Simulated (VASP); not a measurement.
# Ni (P6_3/mmc) in VASP: notebook

Ni is run at these levels: PBEsol; tasks: single point.

Program: VASP 6.6.1. These are calculated values, not measurements. Logs are shortened: lines on timing, memory, paths and dates and some standing lists are left out, and cuts for length are marked.

## (1) The cell of the first run

Symmetry: P6_3/mmc, No. 194, hexagonal system. The conventional cell has a = 2.448 Å, b = 2.448 Å, c = 4.073 Å, α = 90.00°, β = 90.00°, γ = 120.00°. Ni (site symmetry -6m2) has 12 Ni at 2.45 to 2.48 Å within 3.2 Å.

This isn't the form of Ni at room conditions, which is fcc.

## (2) Single point, PBEsol, collinear spin, ferromagnetic start

The input, INCAR:

```
SYSTEM = Ni
  PREC = Accurate
  ENCUT = 520
  EDIFF = 1E-7
  ISMEAR = 0
  SIGMA = 0.25
  LREAL = .False.
  LASPH = .True.
  NELM = 150
  ALGO = Normal
  ISIF = 2
  LWAVE = .False.
  LCHARG = .False.
  ISPIN = 2
  MAGMOM = 1.5 1.5
  LORBIT = 11
  LMAXMIX = 4
  GGA = PS
  NBANDS = 21
```

The input, KPOINTS:

```
Automatic mesh
0
Gamma
  14 14 8
  0 0 0
```

The input, POSCAR:

```
Ni
1.0
    2.4480230000      0.0000000000      0.0000000000
   -1.2240110000      2.1200500000      0.0000000000
    0.0000000000      0.0000000000      4.0728080000
Ni
2
Direct
    0.3333333333      0.6666666667      0.2500000000
    0.6666666667      0.3333333333      0.7500000000
```

Potentials or basis: VASP PAW PBE potentials, release 64 (Ni).

Run with:

```console
$ cat potpaw_PBE.64/Ni/POTCAR > POTCAR
$ mpirun -np 1 vasp_std > vasp.out
```

OUTCAR:

```text
SYSTEM = Ni
   PREC = Accurate
   ENCUT = 520
   EDIFF = 1E-7
   ISMEAR = 0
   LREAL = .False.
   LASPH = .True.
   NELM = 150
   ISIF = 2
   ISPIN = 2
   LORBIT = 11
   GGA = PS

 ion  position               nearest neighbor table
   1  0.333  0.667  0.250-   2 2.48   2 2.48   2 2.48   2 2.48   2 2.48   2 2.48
   2  0.667  0.333  0.750-   1 2.48   1 2.48   1 2.48   1 2.48   1 2.48   1 2.48

  LATTYP: Found a hexagonal cell.
 ALAT       =     2.4480230000
 C/A-ratio  =     1.6637131269

  Lattice vectors:

 A1 = (   2.4480230000,   0.0000000000,   0.0000000000)
 A2 = (  -1.2240110000,   2.1200500000,   0.0000000000)
 A3 = (   0.0000000000,   0.0000000000,   4.0728080000)

Analysis of symmetry for initial positions (statically):
=====================================================================
 Subroutine PRICEL returns:
 Original cell was already a primitive cell.

 Routine SETGRP: Setting up the symmetry group for a
 hexagonal supercell.

 Subroutine GETGRP returns: Found 24 space group operations
 (whereof 12 operations were pure point group operations)
 out of a pool of 24 trial point group operations.

The static configuration has the point symmetry D_3d.
 The point group associated with its full space group is D_6h.

Analysis of symmetry for dynamics (positions and initial velocities):
=====================================================================
 Subroutine PRICEL returns:
 Original cell was already a primitive cell.

 Routine SETGRP: Setting up the symmetry group for a
 hexagonal supercell.

 Subroutine GETGRP returns: Found 24 space group operations
 (whereof 12 operations were pure point group operations)
 out of a pool of 24 trial point group operations.

The dynamic configuration has the point symmetry D_3d.
 The point group associated with its full space group is D_6h.

Analysis of structural, dynamic, and magnetic symmetry:
=====================================================================
 Subroutine PRICEL returns:
 Original cell was already a primitive cell.

 Routine SETGRP: Setting up the symmetry group for a
 hexagonal supercell.

 Subroutine GETGRP returns: Found 24 space group operations
 (whereof 12 operations were pure point group operations)
 out of a pool of 24 trial point group operations.

The overall configuration has the point symmetry D_3d.
 The point group associated with its full space group is D_6h.

 Subroutine INISYM returns: Found 24 space group operations
 (whereof 12 operations are pure point group operations),
 and found     1 'primitive' translations

----------------------------------------------------------------------------------------

                                     Primitive cell

  volume of cell :      21.1376

  direct lattice vectors                    reciprocal lattice vectors
     2.448023000  0.000000000  0.000000000     0.408492894  0.235843398  0.000000000
    -1.224011000  2.120050000  0.000000000     0.000000000  0.471686989  0.000000000
     0.000000000  0.000000000  4.072808000     0.000000000  0.000000000  0.245530848

  length of vectors
     2.448023000  2.448022657  4.072808000     0.471686922  0.471686989  0.245530848

  position of ions in fractional coordinates (direct lattice)
     0.333333333  0.666666667  0.250000000
     0.666666667  0.333333333  0.750000000

  ion indices of the primitive-cell ions
   primitive index   ion index
                 1           1
                 2           2

----------------------------------------------------------------------------------------

 KPOINTS: Automatic mesh

Automatic generation of k-mesh.
 Grid dimensions read from file:
 generate k-points for:   14   14    8

 Generating k-lattice:

  Cartesian coordinates                     Fractional coordinates (reciprocal lattice)
     0.029178064  0.016845957  0.000000000     0.071428571  0.000000000  0.000000000
     0.000000000  0.033691928  0.000000000     0.000000000  0.071428571  0.000000000
     0.000000000  0.000000000  0.030691356     0.000000000  0.000000000  0.125000000

  Length of vectors
     0.033691923  0.033691928  0.030691356

  Shift w.r.t. Gamma in fractional coordinates (k-lattice)
     0.000000000  0.000000000  0.000000000

 Subroutine IBZKPT returns following result:
 ===========================================

 Found    120 irreducible k-points:

 Following reciprocal coordinates:
            Coordinates               Weight
  0.000000  0.000000  0.000000      1.000000
  0.071429  0.000000  0.000000      6.000000
  0.142857  0.000000  0.000000      6.000000
  0.214286  0.000000  0.000000      6.000000
  0.285714  0.000000  0.000000      6.000000
  0.357143 -0.000000  0.000000      6.000000
[... 16 lines left out ...]
  0.285714  0.285714  0.000000      6.000000
  0.357143  0.285714  0.000000      6.000000
 [... further k-points ...]
   k-points           NKPTS =    120   k-points in BZ     NKDIM =    120   number of bands    NBANDS=     21
   number of dos      NEDOS =    301   number of ions     NIONS =      2
   total plane-waves  NPLWV =   9720
   dimension x,y,z NGX =    18 NGY =   18 NGZ =   30
   dimension x,y,z NGXF=    36 NGYF=   36 NGZF=   60
   ions per type =               2
   NGX,Y,Z   is equivalent  to a cutoff of  12.22, 12.22, 12.25 a.u.
   NGXF,Y,Z  is equivalent  to a cutoff of  24.45, 24.45, 24.49 a.u.
 SYSTEM =  Ni
   PREC   = accura    normal or accurate (medium, high low for compatibility)
   ISTART =      0    job   : 0-new  1-cont  2-samecut
   ICHARG =      2    charge: 1-file 2-atom 10-const
   ISPIN  =      2    spin polarized calculation?
   LNONCOLLINEAR =      F non collinear calculations
   LSORBIT =      F    spin-orbit coupling
   LASPH  =      T    aspherical Exc in radial PAW
   ENCUT  =  520.0 eV  38.22 Ry    6.18 a.u.   4.55  4.55  7.57*2*pi/ulx,y,z
   NELM   =    150;   NELMIN=  2; NELMDL= -5     # of ELM steps
   EDIFF  = 0.1E-06   stopping-criterion for ELM
   LREAL  =      F    real-space projection
   EDIFFG = 0.1E-05   stopping-criterion for IOM
   NSW    =      0    number of steps for IOM
   IBRION =     -1    ionic relax: 0-MD 1-quasi-New 2-CG
   NFREE  =      0    steps in history (QN), initial steepest desc. (CG)
   ISIF   =      2    stress and relaxation
   ISYM   =      2    0-nonsym 1-usesym 2-fastsym
   POTIM  = 0.5000    time-step for ionic-motion
   TEBEG  =    0.0;   TEEND  =   0.0 temperature during run
   PSTRESS=    0.0 pullay stress
   NELECT =      20.0000    total number of electrons
   NUPDOWN=      -1.0000    fix difference up-down
   EMIN   =  10.00;   EMAX   =-10.00  energy-range for DOS
   EFERMI =   0.00;   METHOD = LEGACY
   ISMEAR =     0;   SIGMA  =   0.25  broadening in eV -4-tet -1-fermi 0-gaus
   EFERMI_NEDOS =   21; number of points for ismear=-14 and -15
   IALGO  =     38    algorithm
   IMIX   =      4    mixing-type and parameters
     AMIX     =   0.40;   BMIX     =  1.00
     AMIX_MAG =   1.60;   BMIX_MAG =  1.00
  volume/ion in A,a.u.               =      10.57        71.32
  Fermi-wavevector in a.u.,A,eV,Ry     =   1.607187  3.037142 35.144515  2.583049
  Thomas-Fermi vector in A             =   2.703255
   LORBIT       =     11    0 simple, 1 ext, 2 COOP (PROOUT), +10 PAW based schemes
   GGA     = PS    functional components
   LHFCALC =     F    Hartree Fock is set to
   AEXX    =    0.0000 exact exchange contribution
   IVDW    =     0    specifies the selected vdW correction
   LEPSILON=     F    determine dielectric tensor
   LRPA    =     F    only Hartree local field effects (RPA)
 spin polarized calculation
 Gauss-broadening in eV      SIGMA  =   0.25
  energy-cutoff  :      520.00
  volume of cell :       21.14
 maximum number of plane-waves:       592
   NGX =  9   NGY =  9   NGZ = 15

 number of electron      19.9999997 magnetization       1.2101469

 Free energy of the ion-electron system (eV)
  ---------------------------------------------------
  ext. energy  EPLUGINS =         0.00000000
  ---------------------------------------------------
  free energy    TOTEN  =       -12.27315274 eV

  energy without entropy =      -12.15078275  energy(sigma->0) =      -12.21196775

 E-fermi :   9.6109     XC(G=0): -13.6068

 val. band max:        9.6093929161   @ k =   0.2143   0.2143   0.0000
 cond. band min:       9.6150876323   @ k =   0.1429   0.0714   0.5000
 fundamental gap:      0.0056947163
 Fermi energy:         9.6109240451

 spin component 1

 k-point     1 :       0.0000    0.0000    0.0000
  band No.  band energies     occupation
      1       0.3374      1.00000
      2       4.5879      1.00000
      3       7.0669      1.00000
      4       7.2274      1.00000
      5       7.2274      1.00000
      6       7.4930      1.00000
[... 13 lines left out ...]
     20      36.3084      0.00000
     21      40.2196      0.00000
[... 529 lines left out ...]
 k-point    24 :       0.3571    0.2857    0.0000
  band No.  band energies     occupation
      1       5.6563      1.00000
      2       5.8113      1.00000
      3       5.8907      1.00000
      4       6.1836      1.00000
      5       6.9516      1.00000
      6       7.0308      1.00000
[... 13 lines left out ...]
     20      43.1311      0.00000
     21      45.6118      0.00000

 [... further k-points ...]

 spin component 2

 k-point     1 :       0.0000    0.0000    0.0000
  band No.  band energies     occupation
      1       0.3334      1.00000
      2       4.9620      1.00000
      3       7.7186      1.00000
      4       7.8631      1.00000
      5       7.8631      1.00000
      6       8.1458      1.00000
[... 13 lines left out ...]
     20      36.4059      0.00000
     21      40.3147      0.00000
[... 529 lines left out ...]
 k-point    24 :       0.3571    0.2857    0.0000
  band No.  band energies     occupation
      1       6.1470      1.00000
      2       6.2243      1.00000
      3       6.3541      1.00000
      4       6.5754      1.00000
      5       7.5104      1.00000
      6       7.5823      1.00000
[... 13 lines left out ...]
     20      43.1591      0.00000
     21      45.6505      0.00000

 [... further k-points ...]
[... 5 lines left out ...]
  --------------------------------------------------------------------------------------
  -------------------------------------------------------------------------------------
  Total       -0.2030757     -0.2030757     -0.7259057     -0.0000000      0.0000000      0.0000000
  in kB      -15.3926350    -15.3926334    -55.0218618     -0.0000036      0.0000000      0.0000000
  external PRESSURE =     -28.6023767 kB  Pullay stress =       0.0000000 kB

 VOLUME and BASIS-vectors are now :
 -----------------------------------------------------------------------------
  energy-cutoff  :      520.00
  volume of cell :       21.14
      direct lattice vectors                 reciprocal lattice vectors
     2.448023000  0.000000000  0.000000000     0.408492894  0.235843398  0.000000000
    -1.224011000  2.120050000  0.000000000     0.000000000  0.471686989  0.000000000
     0.000000000  0.000000000  4.072808000     0.000000000  0.000000000  0.245530848

 POSITION                                       TOTAL-FORCE (eV/Angst)
 -----------------------------------------------------------------------------------
      0.00000      1.41337      1.01820         0.000000     -0.000000      0.000000
      1.22401      0.70668      3.05461        -0.000000      0.000000     -0.000000
 -----------------------------------------------------------------------------------
    total drift:                               -0.000000      0.000000     -0.000000

  FREE ENERGIE OF THE ION-ELECTRON SYSTEM (eV)
  ---------------------------------------------------
  free  energy   TOTEN  =       -12.2731527442 eV

  energy  without entropy=      -12.1507827500  energy(sigma->0) =      -12.21196775

 total charge

# of ion       s       p       d       tot
------------------------------------------
    1        0.512   0.529   8.327   9.368
    2        0.512   0.529   8.327   9.368
--------------------------------------------------
tot          1.024   1.057  16.655  18.736

 magnetization (x)

# of ion       s       p       d       tot
------------------------------------------
    1       -0.005  -0.022   0.639   0.611
    2       -0.005  -0.022   0.639   0.611
--------------------------------------------------
tot         -0.010  -0.044   1.277   1.223
```

Run time: 2.3 min. Hardware: 1 thread of Intel Xeon 8259CL, shared host; peak memory 0.19 GiB.

What came out:

```
Free energy                                           : -12.2732 eV
Pressure                                              : -2.9 GPa
Net moment                                            : 1.21 μB per cell
Site moments                                          : Ni +0.61 μB
Valence electrons inside the program's atomic spheres : Ni 9.37
```

Stress tensor (GPa, compression positive):
```
-1.54  0.00  0.00
 0.00 -1.54  0.00
 0.00  0.00 -5.50
```

Levels at points of the mesh, in eV from the Fermi level:
Spin up:
| k point | band 8 | band 9 | band 10 | band 11 | band 12 | band 13 | band 14 | band 15 |
| --- | --- | --- | --- | --- | --- | --- | --- | --- |
| (0.00, 0.00, 0.00) | -1.62 | -1.62 | -0.68 | -0.68 | -0.60 | 5.60 | 23.05 | 25.26 |
| (0.50, 0.00, 0.00) | -0.54 | -0.52 | -0.42 | 1.23 | 3.18 | 9.39 | 9.95 | 12.52 |
| (0.00, 0.00, 0.50) | -2.41 | -0.98 | -0.98 | -0.98 | -0.98 | 14.19 | 14.19 | 23.77 |
| (0.50, 0.00, 0.50) | -0.98 | -0.47 | -0.47 | 1.45 | 1.45 | 7.02 | 7.02 | 18.69 |
Spin down:
```csv
k point,band 5,band 6,band 7,band 8,band 9,band 10,band 11,band 12,band 13,band 14
"(0.00, 0.00, 0.00)",-1.75,-1.47,-1.47,-0.97,-0.97,-0.62,0.00,0.00,5.99,22.96
"(0.50, 0.00, 0.00)",-1.83,-1.78,-1.48,0.18,0.18,0.31,1.69,3.54,9.52,10.07
"(0.00, 0.00, 0.50)",-1.78,-1.78,-1.78,-1.78,-0.30,-0.30,-0.30,-0.30,14.35,14.35
"(0.50, 0.00, 0.50)",-0.91,-0.91,-0.41,-0.41,0.26,0.26,1.62,1.62,7.35,7.35
```

Caveat: the PAW data sets were made with another functional, which shifts forces and pressure a little.

[end of part 1 of 2]
